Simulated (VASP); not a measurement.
# Zn3H10S3 in VASP: notebook

The runs below take Zn3H10S3 through single point, with PBE.

All numbers are computed with VASP 6.6.1; they aren't measurements. Logs are shortened: lines on timing, memory, paths and dates and some standing lists are left out, and cuts for length are marked.

**1. The cell of the first run**

The cell holds a wire or tube with vacuum around it, 16 atoms: a = 14.800 Å, b = 15.100 Å, c = 5.099 Å, α = 90.00°, β = 90.00°, γ = 90.00°.

**2. Single point, PBE**

Input file INCAR:

```
PREC     = Accurate       # precision mode
ENCUT    = 520            # plane-wave cutoff, eV
EDIFF    = 1E-7           # SCF threshold, eV
ISMEAR   = 0              # smearing method
SIGMA    = 0.05           # smearing width, eV
LREAL    = Auto         
LASPH    = T              # aspherical terms in the spheres
NELM     = 60             # most SCF steps
ALGO     = Normal         # electronic algorithm
ISIF     = 2              # what is computed and relaxed
LWAVE    = F              # write WAVECAR
LCHARG   = F              # write CHGCAR
GGA      = PE             # functional
NBANDS   = 46             # bands
```

Input file KPOINTS:

```
regular mesh
0
Gamma
  1 1 6
```

Input file POSCAR:

```
Zn3H10S3
1.0
   14.8000000000      0.0000000000      0.0000000000
    0.0000000000     15.1000000000      0.0000000000
    0.0000000000      0.0000000000      5.0987871081
Zn S H
3 3 10
Direct
    0.5709490719      0.5696753048      0.7189117473
    0.5483180422      0.3753044661      0.3088943229
    0.3726917325      0.5469831775      0.3088114983
    0.4639551881      0.4645259747      0.0019610493
    0.4721816035      0.6539886310      0.4514765765
    0.6572384620      0.4730979508      0.4514850305
    0.6117021838      0.6097334730      0.9780217125
    0.4036604078      0.4052756984      0.9060030957
    0.5194335028      0.2803559643      0.3744702589
    0.6914105274      0.2739264927     -0.0442367565
    0.5286016283      0.6484611074      0.2394421985
    0.3077488200      0.7059023773      0.8778094423
    0.2758743898      0.5184670294      0.3743146879
    0.2690077278      0.6874353969     -0.0438893853
    0.6514353791      0.5283771585      0.2394423493
    0.7104055476      0.3120189610      0.8782967335
```

Potentials or basis: VASP PAW PBE potentials, release 64 (Zn, S, H).

The run is started by

```sh
cat potpaw_PBE.64/Zn/POTCAR potpaw_PBE.64/S/POTCAR potpaw_PBE.64/H/POTCAR > POTCAR
mpirun -np 1 vasp_std > vasp.out
```

OUTCAR:

```text
PREC = Accurate
   ENCUT = 520
   EDIFF = 1E-7
   ISMEAR = 0
   LREAL = Auto
   LASPH = T
   NELM = 60
   ISIF = 2
   GGA = PE

 ion  position               nearest neighbor table
   1  0.571  0.570  0.719-   7 1.57   6 2.37   5 2.37   4 2.67
   2  0.548  0.375  0.309-   9 1.53   6 2.30   4 2.41
   3  0.373  0.547  0.309-  13 1.53   5 2.30   4 2.41
   4  0.464  0.465  0.002-   8 1.36   3 2.41   2 2.41   1 2.67
   5  0.472  0.654  0.451-  11 1.37   3 2.30   1 2.37
   6  0.657  0.473  0.451-  15 1.37   2 2.30   1 2.37
   7  0.612  0.610  0.978-   1 1.57
   8  0.404  0.405  0.906-   4 1.36
   9  0.519  0.280  0.374-   2 1.53
  10  0.691  0.274  0.956-  16 0.75
  11  0.529  0.648  0.239-   5 1.37
  12  0.308  0.706  0.878-  14 0.75
  13  0.276  0.518  0.374-   3 1.53
  14  0.269  0.687  0.956-  12 0.75
  15  0.651  0.528  0.239-   6 1.37
  16  0.710  0.312  0.878-  10 0.75

  LATTYP: Found a simple orthorhombic cell.
 ALAT       =     5.0987871081
 B/A-ratio  =     2.9026510984
 C/A-ratio  =     2.9614886207

  Lattice vectors:

 A1 = (   0.0000000000,   0.0000000000,   5.0987871081)
 A2 = (  14.8000000000,   0.0000000000,   0.0000000000)
 A3 = (   0.0000000000,  15.1000000000,   0.0000000000)

Analysis of symmetry for initial positions (statically):
=====================================================================
 Subroutine PRICEL returns:
 Original cell was already a primitive cell.

 Routine SETGRP: Setting up the symmetry group for a
 simple orthorhombic supercell.

 Subroutine GETGRP returns: Found  1 space group operations
 (whereof  1 operations were pure point group operations)
 out of a pool of  8 trial point group operations.

The static configuration has the point symmetry C_1 .

Analysis of symmetry for dynamics (positions and initial velocities):
=====================================================================
 Subroutine PRICEL returns:
 Original cell was already a primitive cell.

 Routine SETGRP: Setting up the symmetry group for a
 simple orthorhombic supercell.

 Subroutine GETGRP returns: Found  1 space group operations
 (whereof  1 operations were pure point group operations)
 out of a pool of  8 trial point group operations.

The dynamic configuration has the point symmetry C_1 .

 Subroutine INISYM returns: Found  1 space group operations
 (whereof  1 operations are pure point group operations),
 and found     1 'primitive' translations

----------------------------------------------------------------------------------------

                                     Primitive cell

  volume of cell :    1139.4769

  direct lattice vectors                    reciprocal lattice vectors
    14.800000000  0.000000000  0.000000000     0.067567568  0.000000000  0.000000000
     0.000000000 15.100000000  0.000000000     0.000000000  0.066225166  0.000000000
     0.000000000  0.000000000  5.098787108     0.000000000  0.000000000  0.196125074

  length of vectors
    14.800000000 15.100000000  5.098787108     0.067567568  0.066225166  0.196125074

  position of ions in fractional coordinates (direct lattice)
     0.570949072  0.569675305  0.718911747
     0.548318042  0.375304466  0.308894323
     0.372691733  0.546983178  0.308811498
     0.463955188  0.464525975  0.001961049
     0.472181603  0.653988631  0.451476576
     0.657238462  0.473097951  0.451485031
[... 8 lines left out ...]
     0.651435379  0.528377158  0.239442349
     0.710405548  0.312018961  0.878296734

  ion indices of the primitive-cell ions
   primitive index   ion index
                 1           1
                 2           2
                 3           3
                 4           4
                 5           5
                 6           6
[... 8 lines left out ...]
                15          15
                16          16

----------------------------------------------------------------------------------------

 KPOINTS: regular mesh

Automatic generation of k-mesh.
 Grid dimensions read from file:
 generate k-points for:    1    1    6

 Generating k-lattice:

  Cartesian coordinates                     Fractional coordinates (reciprocal lattice)
     0.067567568  0.000000000  0.000000000     1.000000000  0.000000000  0.000000000
     0.000000000  0.066225166  0.000000000     0.000000000  1.000000000  0.000000000
     0.000000000  0.000000000  0.032687512     0.000000000  0.000000000  0.166666667

  Length of vectors
     0.067567568  0.066225166  0.032687512

  Shift w.r.t. Gamma in fractional coordinates (k-lattice)
     0.000000000  0.000000000  0.000000000

 Subroutine IBZKPT returns following result:
 ===========================================

 Found      4 irreducible k-points:

 Following reciprocal coordinates:
            Coordinates               Weight
  0.000000  0.000000  0.000000      1.000000
  0.000000  0.000000  0.166667      2.000000
  0.000000  0.000000  0.333333      2.000000
  0.000000  0.000000  0.500000      1.000000
   k-points           NKPTS =      4   k-points in BZ     NKDIM =      4   number of bands    NBANDS=     46
   number of dos      NEDOS =    301   number of ions     NIONS =     16
   total plane-waves  NPLWV = 501760
   dimension x,y,z NGX =   112 NGY =  112 NGZ =   40
   dimension x,y,z NGXF=   224 NGYF=  224 NGZF=   80
   ions per type =               3   3  10
   NGX,Y,Z   is equivalent  to a cutoff of  12.58, 12.33, 13.04 a.u.
   NGXF,Y,Z  is equivalent  to a cutoff of  25.16, 24.66, 26.08 a.u.
 SYSTEM =  unknown system
   PREC   = accura    normal or accurate (medium, high low for compatibility)
   ISTART =      0    job   : 0-new  1-cont  2-samecut
   ICHARG =      2    charge: 1-file 2-atom 10-const
   ISPIN  =      1    spin polarized calculation?
   LNONCOLLINEAR =      F non collinear calculations
   LSORBIT =      F    spin-orbit coupling
   LASPH  =      T    aspherical Exc in radial PAW
   ENCUT  =  520.0 eV  38.22 Ry    6.18 a.u.  27.52 28.08  9.48*2*pi/ulx,y,z
   NELM   =     60;   NELMIN=  2; NELMDL= -5     # of ELM steps
   EDIFF  = 0.1E-06   stopping-criterion for ELM
   LREAL  =      T    real-space projection
   EDIFFG = 0.1E-05   stopping-criterion for IOM
   NSW    =      0    number of steps for IOM
   IBRION =     -1    ionic relax: 0-MD 1-quasi-New 2-CG
   NFREE  =      0    steps in history (QN), initial steepest desc. (CG)
   ISIF   =      2    stress and relaxation
   ISYM   =      2    0-nonsym 1-usesym 2-fastsym
   POTIM  = 0.5000    time-step for ionic-motion
   TEBEG  =    0.0;   TEEND  =   0.0 temperature during run
   PSTRESS=    0.0 pullay stress
   NELECT =      64.0000    total number of electrons
   NUPDOWN=      -1.0000    fix difference up-down
   EMIN   =  10.00;   EMAX   =-10.00  energy-range for DOS
   EFERMI =   0.00;   METHOD = LEGACY
   ISMEAR =     0;   SIGMA  =   0.05  broadening in eV -4-tet -1-fermi 0-gaus
   EFERMI_NEDOS =   21; number of points for ismear=-14 and -15
   IALGO  =     38    algorithm
   IMIX   =      4    mixing-type and parameters
     AMIX     =   0.40;   BMIX     =  1.00
     AMIX_MAG =   1.60;   BMIX_MAG =  1.00
  volume/ion in A,a.u.               =      71.22       480.60
  Fermi-wavevector in a.u.,A,eV,Ry     =   0.626950  1.184764  5.347993  0.393066
  Thomas-Fermi vector in A             =   1.688381
   LORBIT       =      0    0 simple, 1 ext, 2 COOP (PROOUT), +10 PAW based schemes
   GGA     = PE    functional components
   LHFCALC =     F    Hartree Fock is set to
   AEXX    =    0.0000 exact exchange contribution
   IVDW    =     0    specifies the selected vdW correction
   LEPSILON=     F    determine dielectric tensor
   LRPA    =     F    only Hartree local field effects (RPA)
 non-spin polarized calculation
 Gauss-broadening in eV      SIGMA  =   0.05
  energy-cutoff  :      520.00
  volume of cell :     1139.48
 maximum number of plane-waves:     30769
 NGX is ok and might be reduce to   112
   NGX = 55   NGY = 57   NGZ = 19

 number of electron      64.0000002 magnetization

 Free energy of the ion-electron system (eV)
  ---------------------------------------------------
  ext. energy  EPLUGINS =         0.00000000
  ---------------------------------------------------
  free energy    TOTEN  =       -50.76838154 eV

  energy without entropy =      -50.76838154  energy(sigma->0) =      -50.76838154

 E-fermi :  -5.3827     XC(G=0):  -2.2318

 val. band max:       -5.6697675376   @ k =   0.0000   0.0000   0.3333
 cond. band min:      -1.4521360973   @ k =   0.0000   0.0000   0.0000
 fundamental gap:      4.2176314403
 Fermi energy:        -5.3826925778

 k-point     1 :       0.0000    0.0000    0.0000
  band No.  band energies     occupation
      1     -18.0479      2.00000
      2     -17.5463      2.00000
      3     -17.4366      2.00000
      4     -11.2343      2.00000
      5     -10.9804      2.00000
      6     -10.9753      2.00000
[... 36 lines left out ...]
     43       1.1450      0.00000
     44       1.2285      0.00000

 k-point     2 :       0.0000    0.0000    0.1667
  band No.  band energies     occupation
      1     -18.0240      2.00000
      2     -17.5569      2.00000
      3     -17.4322      2.00000
      4     -11.2297      2.00000
      5     -10.9855      2.00000
      6     -10.9788      2.00000
[... 36 lines left out ...]
     43       1.2511      0.00000
     44       1.3120      0.00000

 k-point     3 :       0.0000    0.0000    0.3333
  band No.  band energies     occupation
      1     -17.9706      2.00000
      2     -17.5836      2.00000
      3     -17.4234      2.00000
      4     -11.2229      2.00000
      5     -11.0072      2.00000
      6     -10.9749      2.00000
[... 36 lines left out ...]
     43       1.2250      0.00000
     44       1.4873      0.00000

 k-point     4 :       0.0000    0.0000    0.5000
  band No.  band energies     occupation
      1     -17.9398      2.00000
      2     -17.6009      2.00000
      3     -17.4190      2.00000
      4     -11.2211      2.00000
      5     -11.0196      2.00000
      6     -10.9726      2.00000
[... 36 lines left out ...]
     43       1.2816      0.00000
     44       1.4893      0.00000
 [bands above 44 left out]

------------------------ aborting loop because EDIFF is reached ----------------------------------------

  FORCE on cell =-STRESS in cart. coord.  units (eV):
  Direction    XX          YY          ZZ          XY          YZ          ZX
  --------------------------------------------------------------------------------------
  -------------------------------------------------------------------------------------
  Total       -0.1347579     -0.1301970     -0.2357613     -0.0372334      0.0565481      0.0574991
  in kB       -0.1894782     -0.1830653     -0.3314955     -0.0523525      0.0795102      0.0808475
  external PRESSURE =      -0.2346796 kB  Pullay stress =       0.0000000 kB

 VOLUME and BASIS-vectors are now :
 -----------------------------------------------------------------------------
  energy-cutoff  :      520.00
  volume of cell :     1139.48
      direct lattice vectors                 reciprocal lattice vectors
    14.800000000  0.000000000  0.000000000     0.067567568  0.000000000  0.000000000
     0.000000000 15.100000000  0.000000000     0.000000000  0.066225166  0.000000000
     0.000000000  0.000000000  5.098787108     0.000000000  0.000000000  0.196125074

 POSITION                                       TOTAL-FORCE (eV/Angst)
 -----------------------------------------------------------------------------------
      8.45005      8.60210      3.66558        -0.003532     -0.002701     -0.011539
      8.11511      5.66710      1.57499         0.002624     -0.002818     -0.000271
      5.51584      8.25945      1.57456        -0.003645      0.000394      0.002150
      6.86654      7.01434      0.01000        -0.052115     -0.051267     -0.052172
      6.98829      9.87523      2.30198         0.037233      0.015023     -0.047190
      9.72713      7.14378      2.30203         0.018762      0.037840     -0.045286
[... 8 lines left out ...]
      9.64124      7.97850      1.22087         0.004823     -0.039297      0.051519
     10.51400      4.71149      4.47825        -0.007553     -0.027782      0.024079
 -----------------------------------------------------------------------------------
    total drift:                                0.002373     -0.002573     -0.002140

  FREE ENERGIE OF THE ION-ELECTRON SYSTEM (eV)
  ---------------------------------------------------
  free  energy   TOTEN  =       -50.7683815443 eV

  energy  without entropy=      -50.7683815443  energy(sigma->0) =      -50.76838154
```

It took 8 min on 1 thread of Intel Xeon Platinum 8488C (Sapphire Rapids), shared host; peak memory 0.98 GiB.

Results:

| Item | Value |
| --- | --- |
| Free energy | -50.7684 eV |
| Largest force | 0.090 eV/Å |
| Band gap on the k mesh | 4.22 eV (least direct gap 4.24 eV) |

Forces in eV/Å, atoms in the order of the input:
```
Zn  -0.004 -0.003 -0.012
Zn   0.003 -0.003  0.000
Zn  -0.004  0.000  0.002
S   -0.052 -0.051 -0.052
S    0.037  0.015 -0.047
S    0.019  0.038 -0.045
H    0.010  0.011  0.015
H    0.052  0.052  0.025
H   -0.006 -0.015  0.005
H    0.005  0.026 -0.023
H   -0.040  0.005  0.051
H   -0.028 -0.007  0.024
H   -0.015 -0.005  0.005
H    0.026  0.005 -0.024
H    0.005 -0.039  0.052
H   -0.008 -0.028  0.024
```

[end of part 1 of 2]
